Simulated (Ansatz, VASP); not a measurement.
# Two plane-wave programs on TiO2

File INCAR:

```
SYSTEM = TiO2
  PREC = Accurate
  ENCUT = 520
  EDIFF = 1E-6
  ISMEAR = 0
  SIGMA = 0.05
  LREAL = .False.
  LASPH = .True.
  NELM = 150
  ALGO = Normal
  ISIF = 2
  LWAVE = .False.
  LCHARG = .False.
  LMAXMIX = 4
  LDAU = .True.
  LDAUTYPE = 2
  LDAUL = 2 -1
  LDAUU = 4 0
  LDAUJ = 0 0
  LDAUPRINT = 1
  GGA = PE
  NBANDS = 33
```

File KPOINTS:

```
regular mesh
0
Gamma
  10 10 10
  0 0 0
```

The input POSCAR:

```
TiO2
1.0
   -1.9089353641      1.9089353641      4.8883612609
    1.9089353641     -1.9089353641      4.8883612609
    1.9089353641      1.9089353641     -4.8883612609
Ti O
2 4
Direct
    0.0000000000      0.0000000000      0.0000000000
    0.7500000000      0.2500000000      0.5000000000
    0.2052765759      0.2052765759      0.0000000000
    0.9552765759      0.4552765759      0.5000000000
    0.5447234241      0.0447234241      0.5000000000
    0.7947234241      0.7947234241      0.0000000000
```

Input for Ansatz:

```yaml
crystal:
  lattice:
    - [-1.9089353641, 1.9089353641, 4.8883612609]
    - [1.9089353641, -1.9089353641, 4.8883612609]
    - [1.9089353641, 1.9089353641, -4.8883612609]
  atoms:
    - { symbol: Ti, position: [0.0, 0.0, 0.0] }
    - { symbol: Ti, position: [0.75, 0.25, 0.5] }
    - { symbol: O, position: [0.2052765759, 0.2052765759, 0.0] }
    - { symbol: O, position: [0.9552765759, 0.4552765759, 0.5] }
    - { symbol: O, position: [0.5447234241, 0.0447234241, 0.5] }
    - { symbol: O, position: [0.7947234241, 0.7947234241, 0.0] }
basis:
  ecutwfc: 420
kpoints:
  mp_grid: { grid: [10, 10, 10] }
hamiltonian:
  xc: pbe
  hubbard: { sites: [{ species: Ti, l: d, u_eff: 4.0 }] }
scf:
  occupations: { method: gaussian, width: 0.05 }
output:
  forces: true
  stress: true
  eigenvalues: true
```

Alike in both runs: task single point; functional PBE; k mesh 10 × 10 × 10; occupations gaussian, width 0.05 eV; no spin polarisation; Hubbard terms Ti d U = 4.0 eV.

|  | VASP | Ansatz |
| --- | --- | --- |
| version | VASP 6.6.1 | Ansatz 0.2.0 |
| potentials or method | VASP PAW PBE potentials, release 64 (Ti_sv, O), cutoff 520 eV | scalar-relativistic, plane waves, PAW |
| valence electrons in the cell | 48 | 48 |

Ansatz gave:

- gap on the k mesh at the Fermi level (eV): 2.63
- least direct gap on the mesh (eV): 2.91
- pressure (GPa): 0.0
- traceless stress, the component that is largest in VASP (GPa): 0.00
- rms of the force components (eV/Å): 0.000

What did VASP give for the same quantities?

gap on the k mesh at the Fermi level (eV): 2.67; least direct gap on the mesh (eV): 2.96; pressure (GPa): 4.2; traceless stress, the component that is largest in VASP (GPa): -0.61; rms of the force components (eV/Å): 0.071.

The programs project onto different local orbitals, so the same U acts differently, and such runs can settle in different states. Atom by atom the forces differ by 0.071 eV/Å (rms over components).
